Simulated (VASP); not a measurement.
# SiGe (P6_3mc) in VASP: notebook, part 2 of 2

VASP 6.6.1. The steps go on from the part before.

### 4 Single point, PBEsol

This run uses another cell than the first one, of 21.29 Å³/atom, 0.981 times its volume.

Input file INCAR:

```
ALGO = Normal
EDIFF = 1E-6
ENCUT = 520
GGA = PS
ISIF = 2
ISMEAR = 0
LASPH = True
LCHARG = True
LELF = True
LREAL = False
LVHAR = True
LWAVE = False
NBANDS = 26
NELM = 100
PREC = Accurate
SIGMA = 0.02
```

Input file KPOINTS:

```
k-points
0
Gamma
  12 12 6
```

Input file POSCAR:

```
SiGe
1.0
    3.9044512986      0.0000000000      0.0000000000
   -1.9522256493      3.3813540124      0.0000000000
    0.0000000000      0.0000000000      6.4507830000
Si Ge
2 2
Direct
    0.6666666667      0.3333333333      0.8745487282
    0.3333333333      0.6666666667      0.3745487282
    0.6666666667      0.3333333333      0.5004502718
    0.3333333333      0.6666666667      0.0004502718
```

Potentials or basis: VASP PAW PBE potentials, release 64 (Si, Ge_d).

The run is started by

```
$ cat potpaw_PBE.64/Si/POTCAR potpaw_PBE.64/Ge_d/POTCAR > POTCAR
$ mpirun -np 1 vasp_std > vasp.out
```

OUTCAR:

```text
EDIFF = 1E-6
   ENCUT = 520
   GGA = PS
   ISIF = 2
   ISMEAR = 0
   LASPH = True
   LREAL = False
   NELM = 100
   PREC = Accurate

 ion  position               nearest neighbor table
   1  0.667  0.333  0.875-   4 2.40   4 2.40   4 2.40   3 2.41
   2  0.333  0.667  0.375-   3 2.40   3 2.40   3 2.40   4 2.41
   3  0.667  0.333  0.500-   2 2.40   2 2.40   2 2.40   1 2.41
   4  0.333  0.667  0.000-   1 2.40   1 2.40   1 2.40   2 2.41

  LATTYP: Found a hexagonal cell.
 ALAT       =     3.9044512986
 C/A-ratio  =     1.6521612146

  Lattice vectors:

 A1 = (   3.9044512986,   0.0000000000,   0.0000000000)
 A2 = (  -1.9522256493,   3.3813540124,   0.0000000000)
 A3 = (   0.0000000000,   0.0000000000,   6.4507830000)

Analysis of symmetry for initial positions (statically):
=====================================================================
 Subroutine PRICEL returns:
 Original cell was already a primitive cell.

[... 167 lines left out ...]

 Free energy of the ion-electron system (eV)
  ---------------------------------------------------
  ext. energy  EPLUGINS =         0.00000000
  ---------------------------------------------------
  free energy    TOTEN  =       -21.26107017 eV

  energy without entropy =      -21.26107017  energy(sigma->0) =      -21.26107017

 E-fermi :   5.6281     XC(G=0):  -9.8669

 val. band max:        5.5251363770   @ k =   0.0000   0.0000   0.0000
 cond. band min:       5.8787821414   @ k =   0.5000  -0.0000   0.0000
 fundamental gap:      0.3536457643
 Fermi energy:         5.6281486309

 k-point     1 :       0.0000    0.0000    0.0000
  band No.  band energies     occupation
      1     -18.9968      2.00000
      2     -18.9968      2.00000
      3     -18.9935      2.00000
      4     -18.9935      2.00000
      5     -18.9907      2.00000
      6     -18.9907      2.00000
[... 685 lines left out ...]
     25      12.5170      0.00000
     26      12.9246      0.00000

 [... further k-points ...]
[... 5 lines left out ...]
  --------------------------------------------------------------------------------------
  -------------------------------------------------------------------------------------
  Total       -0.1390991     -0.1390991     -0.1540208      0.0000000      0.0000000     -0.0000000
  in kB       -2.6168082     -2.6168082     -2.8975219      0.0000000      0.0000000     -0.0000000
  external PRESSURE =      -2.7103795 kB  Pullay stress =       0.0000000 kB

 VOLUME and BASIS-vectors are now :
 -----------------------------------------------------------------------------
  energy-cutoff  :      520.00
  volume of cell :       85.17
      direct lattice vectors                 reciprocal lattice vectors
     3.904451299  0.000000000  0.000000000     0.256117934  0.147869758  0.000000000
    -1.952225649  3.381354012  0.000000000     0.000000000  0.295739516  0.000000000
     0.000000000  0.000000000  6.450783000     0.000000000  0.000000000  0.155019941

 POSITION                                       TOTAL-FORCE (eV/Angst)
 -----------------------------------------------------------------------------------
      1.95223      1.12712      5.64152         0.000000      0.000000     -0.001285
     -0.00000      2.25424      2.41613         0.000000      0.000000     -0.001285
      1.95223      1.12712      3.22830        -0.000000      0.000000      0.001285
     -0.00000      2.25424      0.00290         0.000000     -0.000000      0.001285
 -----------------------------------------------------------------------------------
    total drift:                                0.000000      0.000000      0.001014

  FREE ENERGIE OF THE ION-ELECTRON SYSTEM (eV)
  ---------------------------------------------------
  free  energy   TOTEN  =       -21.2610701733 eV

  energy  without entropy=      -21.2610701733  energy(sigma->0) =      -21.26107017
```

OSZICAR:

```text
N       E                     dE             d eps       ncg     rms          rms(c)
DAV:   1     0.261638040562E+03    0.26164E+03   -0.17585E+04  4634   0.295E+03
DAV:   2     0.212164785110E+02   -0.24042E+03   -0.23145E+03  4008   0.632E+02
DAV:   3    -0.199599906750E+02   -0.41176E+02   -0.40713E+02  4830   0.154E+02
DAV:   4    -0.215972417224E+02   -0.16373E+01   -0.16343E+01  4784   0.338E+01
DAV:   5    -0.216315472607E+02   -0.34306E-01   -0.34297E-01  4850   0.554E+00    0.580E+00
DAV:   6    -0.213796008713E+02    0.25195E+00   -0.10358E-01  4580   0.240E+00    0.338E+00
DAV:   7    -0.212585035609E+02    0.12110E+00   -0.18040E-01  4284   0.274E+00    0.220E-01
DAV:   8    -0.212607641450E+02   -0.22606E-02   -0.16547E-02  4894   0.135E+00    0.108E-01
DAV:   9    -0.212609543929E+02   -0.19025E-03   -0.41556E-04  5118   0.178E-01    0.798E-02
DAV:  10    -0.212610481432E+02   -0.93750E-04   -0.94673E-05  4588   0.862E-02    0.238E-02
DAV:  11    -0.212610684923E+02   -0.20349E-04   -0.19968E-05  4184   0.244E-02    0.439E-03
DAV:  12    -0.212610700191E+02   -0.15268E-05   -0.18615E-06  4218   0.116E-02    0.196E-03
DAV:  13    -0.212610701733E+02   -0.15423E-06   -0.25286E-07  2604   0.486E-03
   1 F= -.21261070E+02 E0= -.21261070E+02  d E =-.785938E-16
```

stdout:

```text
POSCAR found type information on POSCAR SiGe
 POSCAR found :  2 types and       4 ions
 scaLAPACK will be used
 -----------------------------------------------------------------------------
|                                                                             |
|                                                                             |
|     You enforced a specific xc type in the INCAR file but a different       |
|     I HOPE YOU KNOW WHAT YOU ARE DOING!                                     |
|                                                                             |
 -----------------------------------------------------------------------------

 LDA part: xc-table for (Slater+PW92), standard interpolation
 POSCAR, INCAR and KPOINTS ok, starting setup
 FFT: planning ... GRIDC
 FFT: planning ... GRID_SOFT
 FFT: planning ... GRID
 WAVECAR not read
 entering main loop
```

Wall time 61 s (1 thread of Intel Xeon 6975P-C (Granite Rapids), shared host); peak memory 0.29 GiB.

Results:

```yaml
Free_energy: -21.2611 eV
Pressure: -0.3 GPa
Band_gap_on_the_k_mesh: 0.35 eV, indirect (least direct gap 0.40 eV)
```

Caveat: the PAW data sets were made with another functional, which shifts forces and pressure a little. A k mesh can miss the band edges.

### 5 Single point, PBEsol (volume scaled by 1.03, then relaxed in part)

Input file INCAR:

```
SYSTEM = SiGe
  ALGO = Normal
  EDIFF = 1E-6
  ENCUT = 520
  GGA = PS
  ISIF = 2
  ISMEAR = 0
  LASPH = .TRUE.
  LCHARG = .FALSE.
  LREAL = .FALSE.
  LWAVE = .FALSE.
  NBANDS = 26
  NELM = 60
  PREC = Accurate
  SIGMA = 0.02
```

Input file KPOINTS:

```
k-points
0
G
  12 12 6
  0 0 0
```

Input file POSCAR:

```
SiGe
1.0
    3.9402049000      0.0000000000      0.0000000000
   -1.9701024500      3.4123175395      0.0000000000
    0.0000000000      0.0000000000      6.5039375051
Si Ge
2 2
Direct
    0.6666666667      0.3333333333      0.8746776673
    0.3333333333      0.6666666667      0.3746776673
    0.6666666667      0.3333333333      0.5003213327
    0.3333333333      0.6666666667      0.0003213327
```

The run is started by

```
$ cat potpaw_PBE.64/Si/POTCAR potpaw_PBE.64/Ge_d/POTCAR > POTCAR
$ mpirun -np 1 vasp_std > vasp.out
```

Run time: 60 s. Hardware: 1 thread of Intel Xeon 6975P-C (Granite Rapids), shared host; peak memory 0.28 GiB.

The run converged. Its results:

| Item | Value |
| --- | --- |
| Free energy | -21.2430 eV |
| Pressure | -2.3 GPa |
| Band gap on the k mesh | 0.32 eV, direct |

Forces on the atoms (eV/Å):
```
Si   0.000  0.000 -0.002
Si   0.000  0.000 -0.002
Ge   0.000  0.000  0.002
Ge   0.000  0.000  0.002
```

Levels at points of the mesh, in eV from the valence-band top:
| k point | band 14 | band 15 | band 16 | band 17 | band 18 | band 19 | band 20 | band 21 | band 22 | band 23 |
| --- | --- | --- | --- | --- | --- | --- | --- | --- | --- | --- |
| (0.00, 0.00, 0.00) | -1.54 | -1.54 | -0.29 | 0.00 | 0.00 | 0.32 | 1.23 | 2.04 | 2.04 | 2.61 |
| (0.50, 0.00, 0.00) | -6.33 | -4.62 | -3.08 | -2.92 | -1.48 | 0.39 | 1.90 | 3.22 | 3.33 | 4.14 |
| (0.00, 0.00, 0.50) | -4.50 | -0.94 | -0.94 | -0.94 | -0.94 | 1.11 | 1.11 | 3.07 | 3.07 | 3.07 |
| (0.50, 0.00, 0.50) | -7.48 | -2.53 | -2.53 | -2.44 | -2.44 | 0.61 | 0.61 | 1.82 | 1.82 | 5.73 |

Caveat: the cell differs from its parent crystal (volume scaled by 1.03, then relaxed in part); the PAW data sets were made with another functional, which shifts forces and pressure a little.

### 6 Single point, PBEsol (volume scaled by 1.06, then relaxed in part)

Input file INCAR:

```
SYSTEM = SiGe
ALGO     = Normal         ! electronic algorithm
EDIFF    = 1E-7           ! SCF threshold, eV
ENCUT    = 520            ! plane-wave cutoff, eV
GGA      = PS             ! functional
ISIF     = 2              ! what is computed and relaxed
ISMEAR   = 0              ! smearing method
LASPH    = .True.         ! aspherical terms in the spheres
LCHARG   = .True.         ! write CHGCAR
LELF     = .True.         ! ELF
LREAL    = .False.        ! projectors in reciprocal space
LVHAR    = .True.       
LWAVE    = .False.        ! write WAVECAR
NBANDS   = 26             ! bands
NELM     = 80             ! most SCF steps
PREC     = Accurate       ! precision mode
SIGMA    = 0.02           ! smearing width, eV
```

Input file KPOINTS:

```
k-points
0
Gamma
  12 12 6
  0 0 0
```

Input file POSCAR:

```
SiGe
1.0
    3.9780938099      0.0000000000      0.0000000000
   -1.9890469050      3.4451302980      0.0000000000
    0.0000000000      0.0000000000      6.5664792024
Si Ge
2 2
Direct
    0.6666666667      0.3333333333      0.8746776673
    0.3333333333      0.6666666667      0.3746776673
    0.6666666667      0.3333333333      0.5003213327
    0.3333333333      0.6666666667      0.0003213327
```

Potentials or basis: VASP PAW PBE potentials, release 64 (Si, Ge_d).

The run is started by

```
$ cat potpaw_PBE.64/Si/POTCAR potpaw_PBE.64/Ge_d/POTCAR > POTCAR
$ mpirun -np 1 vasp_std > vasp.out
```

It took 69 s on 1 thread of Intel Xeon 6975P-C (Granite Rapids), shared host; peak memory 0.3 GiB.

It converged, with:

```
Free energy            : -21.1920 eV
Pressure               : -4.1 GPa
Largest force          : 0.008 eV/Å
Band gap on the k mesh : 0.25 eV, direct
```

Forces on the atoms (eV/Å):
```
Si   0.000  0.000  0.008
Si   0.000  0.000  0.008
Ge   0.000  0.000 -0.008
Ge   0.000  0.000 -0.008
```

Levels at points of the mesh, in eV from the valence-band top:
| k point | band 14 | band 15 | band 16 | band 17 | band 18 | band 19 | band 20 | band 21 | band 22 | band 23 |
| --- | --- | --- | --- | --- | --- | --- | --- | --- | --- | --- |
| (0.00, 0.00, 0.00) | -1.49 | -1.49 | -0.27 | 0.00 | 0.00 | 0.25 | 0.96 | 2.05 | 2.05 | 2.58 |
| (0.50, 0.00, 0.00) | -6.25 | -4.48 | -2.99 | -2.81 | -1.44 | 0.44 | 1.83 | 3.23 | 3.33 | 4.08 |
| (0.00, 0.00, 0.50) | -4.45 | -0.91 | -0.91 | -0.91 | -0.91 | 1.02 | 1.02 | 3.06 | 3.06 | 3.06 |
| (0.50, 0.00, 0.50) | -7.37 | -2.46 | -2.46 | -2.37 | -2.37 | 0.60 | 0.60 | 1.86 | 1.86 | 5.66 |

Caveat: the cell differs from its parent crystal (volume scaled by 1.06, then relaxed in part); the PAW data sets were made with another functional, which shifts forces and pressure a little.

### 7 Single point, PBEsol (volume scaled by 1.10, then relaxed in part)

Input file INCAR:

```
ALGO = Normal ; EDIFF = 1E-7
ENCUT = 520 ; GGA = PS
ISIF = 2 ; ISMEAR = 0
LASPH = T ; LCHARG = F
LREAL = F ; LWAVE = F
NBANDS = 26 ; NELM = 60
PREC = Accurate ; SIGMA = 0.02
```

Input file KPOINTS:

```
k-points
0
Gamma
  12 12 6
```

Input file POSCAR:

```
SiGe
1.0
    4.0289263277      0.0000000000      0.0000000000
   -2.0144631639      3.4891525498      0.0000000000
    0.0000000000      0.0000000000      6.6434058026
Si Ge
2 2
Direct
    0.6666666667      0.3333333333      0.8749155053
    0.3333333333      0.6666666667      0.3749155053
    0.6666666667      0.3333333333      0.5000834947
    0.3333333333      0.6666666667      0.0000834947
```

Potentials or basis: VASP PAW PBE potentials, release 64 (Si, Ge_d).

The run is started by

```
$ cat potpaw_PBE.64/Si/POTCAR potpaw_PBE.64/Ge_d/POTCAR > POTCAR
$ mpirun -np 1 vasp_std > vasp.out
```

OUTCAR:

```text
EDIFF = 1E-7
   ENCUT = 520
   GGA = PS
   ISIF = 2
   ISMEAR = 0
   LASPH = T
   LREAL = F
   NELM = 60
   PREC = Accurate

 ion  position               nearest neighbor table
   1  0.667  0.333  0.875-   4 2.47   4 2.47   4 2.47   3 2.49
   2  0.333  0.667  0.375-   3 2.47   3 2.47   3 2.47   4 2.49
   3  0.667  0.333  0.500-   2 2.47   2 2.47   2 2.47   1 2.49
   4  0.333  0.667  0.000-   1 2.47   1 2.47   1 2.47   2 2.49

  LATTYP: Found a hexagonal cell.
 ALAT       =     4.0289263277
 C/A-ratio  =     1.6489270992

  Lattice vectors:

 A1 = (   4.0289263277,   0.0000000000,   0.0000000000)
 A2 = (  -2.0144631639,   3.4891525498,   0.0000000000)
 A3 = (   0.0000000000,   0.0000000000,   6.6434058026)

Analysis of symmetry for initial positions (statically):
=====================================================================
 Subroutine PRICEL returns:
 Original cell was already a primitive cell.

 Routine SETGRP: Setting up the symmetry group for a
 hexagonal supercell.

[... 166 lines left out ...]
  ---------------------------------------------------
  ext. energy  EPLUGINS =         0.00000000
  ---------------------------------------------------
  free energy    TOTEN  =       -21.08144079 eV

  energy without entropy =      -21.08144079  energy(sigma->0) =      -21.08144079

 E-fermi :   4.6783     XC(G=0):  -9.4732

 val. band max:        4.6071178185   @ k =   0.0000   0.0000   0.0000
 cond. band min:       4.7475173855   @ k =   0.0000   0.0000   0.0000
 fundamental gap:      0.1403995670
 Fermi energy:         4.6783042470

 k-point     1 :       0.0000    0.0000    0.0000
  band No.  band energies     occupation
      1     -19.8296      2.00000
      2     -19.8295      2.00000
      3     -19.8270      2.00000
      4     -19.8270      2.00000
      5     -19.8250      2.00000
      6     -19.8250      2.00000
[... 685 lines left out ...]
     25      11.2005      0.00000
     26      11.6222      0.00000

 [... further k-points ...]
[... 5 lines left out ...]
  --------------------------------------------------------------------------------------
  -------------------------------------------------------------------------------------
  Total       -3.6388928     -3.6388928     -3.5831338      0.0000000      0.0000000      0.0000000
  in kB      -62.4280506    -62.4280506    -61.4714618      0.0000000      0.0000000      0.0000000
  external PRESSURE =     -62.1091877 kB  Pullay stress =       0.0000000 kB

 VOLUME and BASIS-vectors are now :
 -----------------------------------------------------------------------------
  energy-cutoff  :      520.00
  volume of cell :       93.39
      direct lattice vectors                 reciprocal lattice vectors
     4.028926328  0.000000000  0.000000000     0.248205085  0.143301272  0.000000000
    -2.014463164  3.489152550  0.000000000     0.000000000  0.286602545  0.000000000
     0.000000000  0.000000000  6.643405803     0.000000000  0.000000000  0.150525202

 POSITION                                       TOTAL-FORCE (eV/Angst)
 -----------------------------------------------------------------------------------
      2.01446      1.16305      5.81242         0.000000     -0.000000     -0.005747
     -0.00000      2.32610      2.49072         0.000000     -0.000000     -0.005747
      2.01446      1.16305      3.32226         0.000000      0.000000      0.005747
     -0.00000      2.32610      0.00055        -0.000000     -0.000000      0.005747
 -----------------------------------------------------------------------------------
    total drift:                               -0.000000     -0.000000     -0.000170

  FREE ENERGIE OF THE ION-ELECTRON SYSTEM (eV)
  ---------------------------------------------------
  free  energy   TOTEN  =       -21.0814407867 eV

  energy  without entropy=      -21.0814407865  energy(sigma->0) =      -21.08144079
```

It took 67 s on 1 thread of Intel Xeon 6975P-C (Granite Rapids), shared host; peak memory 0.3 GiB.

What came out:

```
Free energy            : -21.0814 eV
Pressure               : -6.2 GPa
Largest force          : 0.006 eV/Å
Band gap on the k mesh : 0.14 eV, direct
```

Forces on the atoms (eV/Å):
```
Si   0.000  0.000 -0.006
Si   0.000  0.000 -0.006
Ge   0.000  0.000  0.006
Ge   0.000  0.000  0.006
```

Stress tensor (GPa, compression positive):
```
-6.24  0.00  0.00
 0.00 -6.24  0.00
 0.00  0.00 -6.15
```

Caveat: the cell differs from its parent crystal (volume scaled by 1.10, then relaxed in part); the PAW data sets were made with another functional, which shifts forces and pressure a little. A k mesh can miss the band edges.

### 8 Overview

```tsv
cell	gap on the mesh (eV)	pressure (GPa)	largest force (eV/Å)
a = 3.886, b = 3.886, c = 6.637 Å, angles 90.0, 90.0, 120.0°, 4 atoms	0.24	-1.7	-
a = 3.904, b = 3.904, c = 6.451 Å, angles 90.0, 90.0, 120.0°, 4 atoms	0.35	-0.3	-
a = 3.940, b = 3.940, c = 6.504 Å, angles 90.0, 90.0, 120.0°, 4 atoms	0.32	-2.3	-
a = 3.978, b = 3.978, c = 6.566 Å, angles 90.0, 90.0, 120.0°, 4 atoms	0.25	-4.1	0.01
a = 4.029, b = 4.029, c = 6.643 Å, angles 90.0, 90.0, 120.0°, 4 atoms	0.14	-6.2	0.01
```

Alike in all rows: task single point; level PBEsol; potentials or basis VASP PAW PBE potentials, release 64 (Si, Ge_d); no spin polarisation; k mesh 12 × 12 × 6; cutoff (eV) 520; smearing gaussian 0.02 eV.

Caveats: the PAW data sets were made with another functional, which shifts forces and pressure a little.

Total energies depend on the potentials used, so only differences within one code and one set of settings carry meaning.
